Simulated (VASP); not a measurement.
# H (P6_3/mmc) in VASP: notebook

Runs on H. Level: PBE. Tasks: single point.

Everything below comes from runs of VASP 6.6.1. Logs are shortened: lines on timing, memory, paths and dates and some standing lists are left out, and cuts for length are marked.

## 1. The cell of the first run

It takes space group P6_3/mmc (No. 194, hexagonal). Conventional cell: a = 5.566 Å, b = 5.566 Å, c = 4.138 Å, α = 90.00°, β = 90.00°, γ = 120.00°. H (site symmetry -6m2) has 8 H at 3.82 to 4.14 Å within 5.0 Å.

## 2. Single point, PBE, collinear spin

File INCAR:

```
SYSTEM = H
  PREC = Accurate
  ENCUT = 520
  EDIFF = 1E-6
  ISMEAR = 0
  SIGMA = 0.05
  LREAL = .FALSE.
  LASPH = .TRUE.
  NELM = 150
  ALGO = Normal
  ISIF = 2
  LWAVE = .FALSE.
  LCHARG = .FALSE.
  ISPIN = 2
  MAGMOM = 1.05 1.05
  LORBIT = 11
  GGA = PE
  NBANDS = 12
```

File KPOINTS:

```
regular mesh
0
G
  6 6 6
  0 0 0
```

File POSCAR:

```
H
1.0
    5.5656000000      0.0000000000      0.0000000000
   -2.7828000000      4.8199509873      0.0000000000
    0.0000000000      0.0000000000      4.1379000000
H
2
Direct
    0.3333333333      0.6666666667      0.2500000000
    0.6666666667      0.3333333333      0.7500000000
```

Potentials or basis: VASP PAW PBE potentials, release 64 (H).

On the command line:

```bash
$ cat potpaw_PBE.64/H/POTCAR > POTCAR
$ mpirun -np 1 vasp_std > vasp.out
```

OUTCAR:

```text
SYSTEM = H
   PREC = Accurate
   ENCUT = 520
   EDIFF = 1E-6
   ISMEAR = 0
   LREAL = .FALSE.
   LASPH = .TRUE.
   NELM = 150
   ISIF = 2
   ISPIN = 2
   LORBIT = 11
   GGA = PE

 ion  position               nearest neighbor table
   1  0.333  0.667  0.250-
   2  0.667  0.333  0.750-

  LATTYP: Found a hexagonal cell.
 ALAT       =     5.5656000000
 C/A-ratio  =     0.7434777922

  Lattice vectors:

 A1 = (   5.5656000000,   0.0000000000,   0.0000000000)
 A2 = (  -2.7828000000,   4.8199509873,   0.0000000000)
 A3 = (   0.0000000000,   0.0000000000,   4.1379000000)

Analysis of symmetry for initial positions (statically):
=====================================================================
 Subroutine PRICEL returns:
 Original cell was already a primitive cell.

 Routine SETGRP: Setting up the symmetry group for a
 hexagonal supercell.

 Subroutine GETGRP returns: Found 24 space group operations
 (whereof 12 operations were pure point group operations)
 out of a pool of 24 trial point group operations.

The static configuration has the point symmetry D_3d.
 The point group associated with its full space group is D_6h.

Analysis of symmetry for dynamics (positions and initial velocities):
=====================================================================
 Subroutine PRICEL returns:
 Original cell was already a primitive cell.

 Routine SETGRP: Setting up the symmetry group for a
 hexagonal supercell.

 Subroutine GETGRP returns: Found 24 space group operations
 (whereof 12 operations were pure point group operations)
 out of a pool of 24 trial point group operations.

The dynamic configuration has the point symmetry D_3d.
 The point group associated with its full space group is D_6h.

Analysis of structural, dynamic, and magnetic symmetry:
=====================================================================
 Subroutine PRICEL returns:
 Original cell was already a primitive cell.

 Routine SETGRP: Setting up the symmetry group for a
 hexagonal supercell.

 Subroutine GETGRP returns: Found 24 space group operations
 (whereof 12 operations were pure point group operations)
 out of a pool of 24 trial point group operations.

The overall configuration has the point symmetry D_3d.
 The point group associated with its full space group is D_6h.

 Subroutine INISYM returns: Found 24 space group operations
 (whereof 12 operations are pure point group operations),
 and found     1 'primitive' translations

----------------------------------------------------------------------------------------

                                     Primitive cell

  volume of cell :     111.0030

  direct lattice vectors                    reciprocal lattice vectors
     5.565600000  0.000000000  0.000000000     0.179675147  0.103735495  0.000000000
    -2.782800000  4.819950987  0.000000000     0.000000000  0.207470989  0.000000000
     0.000000000  0.000000000  4.137900000     0.000000000  0.000000000  0.241668479

  length of vectors
     5.565600000  5.565600000  4.137900000     0.207470989  0.207470989  0.241668479

  position of ions in fractional coordinates (direct lattice)
     0.333333333  0.666666667  0.250000000
     0.666666667  0.333333333  0.750000000

  ion indices of the primitive-cell ions
   primitive index   ion index
                 1           1
                 2           2

----------------------------------------------------------------------------------------

 KPOINTS: regular mesh

Automatic generation of k-mesh.
 Grid dimensions read from file:
 generate k-points for:    6    6    6

 Generating k-lattice:

  Cartesian coordinates                     Fractional coordinates (reciprocal lattice)
     0.029945858  0.017289249  0.000000000     0.166666667  0.000000000  0.000000000
     0.000000000  0.034578498  0.000000000     0.000000000  0.166666667  0.000000000
     0.000000000  0.000000000  0.040278080     0.000000000  0.000000000  0.166666667

  Length of vectors
     0.034578498  0.034578498  0.040278080

[... 38 lines left out ...]
   dimension x,y,z NGX =    42 NGY =   42 NGZ =   32
   dimension x,y,z NGXF=    84 NGYF=   84 NGZF=   64
   ions per type =               2
   NGX,Y,Z   is equivalent  to a cutoff of  12.55, 12.55, 12.86 a.u.
   NGXF,Y,Z  is equivalent  to a cutoff of  25.09, 25.09, 25.71 a.u.
 SYSTEM =  H
   PREC   = accura    normal or accurate (medium, high low for compatibility)
   ISTART =      0    job   : 0-new  1-cont  2-samecut
   ICHARG =      2    charge: 1-file 2-atom 10-const
   ISPIN  =      2    spin polarized calculation?
   LNONCOLLINEAR =      F non collinear calculations
   LSORBIT =      F    spin-orbit coupling
   LASPH  =      T    aspherical Exc in radial PAW
   ENCUT  =  520.0 eV  38.22 Ry    6.18 a.u.  10.35 10.35  7.69*2*pi/ulx,y,z
   NELM   =    150;   NELMIN=  2; NELMDL= -5     # of ELM steps
   EDIFF  = 0.1E-05   stopping-criterion for ELM
   LREAL  =      F    real-space projection
   EDIFFG = 0.1E-04   stopping-criterion for IOM
   NSW    =      0    number of steps for IOM
   IBRION =     -1    ionic relax: 0-MD 1-quasi-New 2-CG
   NFREE  =      0    steps in history (QN), initial steepest desc. (CG)
   ISIF   =      2    stress and relaxation
   ISYM   =      2    0-nonsym 1-usesym 2-fastsym
   POTIM  = 0.5000    time-step for ionic-motion
   TEBEG  =    0.0;   TEEND  =   0.0 temperature during run
   PSTRESS=    0.0 pullay stress
   NELECT =       2.0000    total number of electrons
   NUPDOWN=      -1.0000    fix difference up-down
   EMIN   =  10.00;   EMAX   =-10.00  energy-range for DOS
   EFERMI =   0.00;   METHOD = LEGACY
   ISMEAR =     0;   SIGMA  =   0.05  broadening in eV -4-tet -1-fermi 0-gaus
   EFERMI_NEDOS =   21; number of points for ismear=-14 and -15
   IALGO  =     38    algorithm
   IMIX   =      4    mixing-type and parameters
     AMIX     =   0.40;   BMIX     =  1.00
     AMIX_MAG =   1.60;   BMIX_MAG =  1.00
  volume/ion in A,a.u.               =      55.50       374.54
  Fermi-wavevector in a.u.,A,eV,Ry     =   0.429180  0.811034  2.506137  0.184196
  Thomas-Fermi vector in A             =   1.396928
   LORBIT       =     11    0 simple, 1 ext, 2 COOP (PROOUT), +10 PAW based schemes
   GGA     = PE    functional components
   LHFCALC =     F    Hartree Fock is set to
   AEXX    =    0.0000 exact exchange contribution
   IVDW    =     0    specifies the selected vdW correction
   LEPSILON=     F    determine dielectric tensor
   LRPA    =     F    only Hartree local field effects (RPA)
 spin polarized calculation
 Gauss-broadening in eV      SIGMA  =   0.05
  energy-cutoff  :      520.00
  volume of cell :      111.00
 maximum number of plane-waves:      3028
 NGX is ok and might be reduce to    42
   NGX = 21   NGY = 21   NGZ = 15

 number of electron       2.0000001 magnetization       2.0000001

 Free energy of the ion-electron system (eV)
  ---------------------------------------------------
  ext. energy  EPLUGINS =         0.00000000
  ---------------------------------------------------
  free energy    TOTEN  =        -2.23805847 eV

  energy without entropy =       -2.23805847  energy(sigma->0) =       -2.23805847

 E-fermi :  -6.4888     XC(G=0):   0.4310

 val. band max:       -6.7545009619   @ k =   0.0000   0.0000   0.0000
 cond. band min:      -0.0087003381   @ k =   0.3333   0.3333   0.0000
 fundamental gap:      6.7458006238
 Fermi energy:        -6.4888060604

 spin component 1

 k-point     1 :       0.0000    0.0000    0.0000
  band No.  band energies     occupation
      1      -7.7264      1.00000
      2      -6.7545      1.00000
      3       1.0309      0.00000
      4       2.9243      0.00000
      5       2.9243      0.00000
      6       3.8933      0.00000
      7       3.8933      0.00000
      8       5.0615      0.00000
      9       5.8619      0.00000
     10       6.6955      0.00000
     11       9.2113      0.00000
     12      11.0688      0.00000
[... 333 lines left out ...]
      1      -7.0399      1.00000
      2      -7.0399      1.00000
      3       1.0815      0.00000
      4       1.0815      0.00000
      5       3.5542      0.00000
      6       3.5542      0.00000
      7       4.0488      0.00000
      8       4.0488      0.00000
      9       6.5972      0.00000
     10       6.5972      0.00000
     11       8.6777      0.00000
     12       8.6777      0.00000

 [... further k-points ...]

 spin component 2

 k-point     1 :       0.0000    0.0000    0.0000
  band No.  band energies     occupation
      1       2.7677      0.00000
      2       8.3233      0.00000
      3       8.3235      0.00000
      4       9.7751      0.00000
      5      10.3997      0.00000
      6      10.3998      0.00000
      7      10.8344      0.00000
      8      11.4941      0.00000
      9      13.3510      0.00000
     10      17.0357      0.00000
     11      17.2054      0.00000
     12      17.2058      0.00000
[... 333 lines left out ...]
      1       5.4065      0.00000
      2       5.4065      0.00000
      3       8.2296      0.00000
      4       8.2296      0.00000
      5       9.8408      0.00000
      6       9.8408      0.00000
      7      11.7037      0.00000
      8      11.7037      0.00000
      9      14.6728      0.00000
     10      14.6728      0.00000
     11      15.0797      0.00000
     12      15.0797      0.00000

 [... further k-points ...]

------------------------ aborting loop because EDIFF is reached ----------------------------------------

  FORCE on cell =-STRESS in cart. coord.  units (eV):
  Direction    XX          YY          ZZ          XY          YZ          ZX
  --------------------------------------------------------------------------------------
  -------------------------------------------------------------------------------------
  Total        0.0098584      0.0098584      0.0188304      0.0000000     -0.0000000      0.0000000
  in kB        0.1422920      0.1422920      0.2717910      0.0000000     -0.0000000      0.0000000
  external PRESSURE =       0.1854584 kB  Pullay stress =       0.0000000 kB

 VOLUME and BASIS-vectors are now :
 -----------------------------------------------------------------------------
  energy-cutoff  :      520.00
  volume of cell :      111.00
      direct lattice vectors                 reciprocal lattice vectors
     5.565600000  0.000000000  0.000000000     0.179675147  0.103735495  0.000000000
    -2.782800000  4.819950987  0.000000000     0.000000000  0.207470989  0.000000000
     0.000000000  0.000000000  4.137900000     0.000000000  0.000000000  0.241668479

 POSITION                                       TOTAL-FORCE (eV/Angst)
 -----------------------------------------------------------------------------------
     -0.00000      3.21330      1.03448        -0.000000     -0.000000      0.000000
      2.78280      1.60665      3.10343         0.000000      0.000000      0.000000
 -----------------------------------------------------------------------------------
    total drift:                               -0.000000     -0.000000     -0.000000

  FREE ENERGIE OF THE ION-ELECTRON SYSTEM (eV)
  ---------------------------------------------------
  free  energy   TOTEN  =        -2.2380584734 eV

  energy  without entropy=       -2.2380584734  energy(sigma->0) =       -2.23805847

 total charge

# of ion       s       p       d       tot
------------------------------------------
    1        0.380   0.000   0.000   0.380
    2        0.380   0.000   0.000   0.380
--------------------------------------------------
tot          0.761   0.000   0.000   0.761

 magnetization (x)

# of ion       s       p       d       tot
------------------------------------------
    1        0.380   0.000   0.000   0.380
    2        0.380   0.000   0.000   0.380
--------------------------------------------------
tot          0.761   0.000   0.000   0.761
```

It took 40 s on 1 thread of Intel Xeon 6975P-C (Granite Rapids), shared host; peak memory 0.27 GiB.

What came out:

```
Free energy                                           : -2.2381 eV
Pressure                                              : 0.0 GPa
Band gap on the k mesh                                : 6.75 eV (least direct gap 7.21 eV)
Net moment                                            : 2.00 μB per cell
Site moments                                          : H +0.38 μB
Valence electrons inside the program's atomic spheres : H 0.38
```

Caveat: the atoms stand far beyond bonding distance. A k mesh can miss the band edges.

(Part 1 of 2 ends here.)
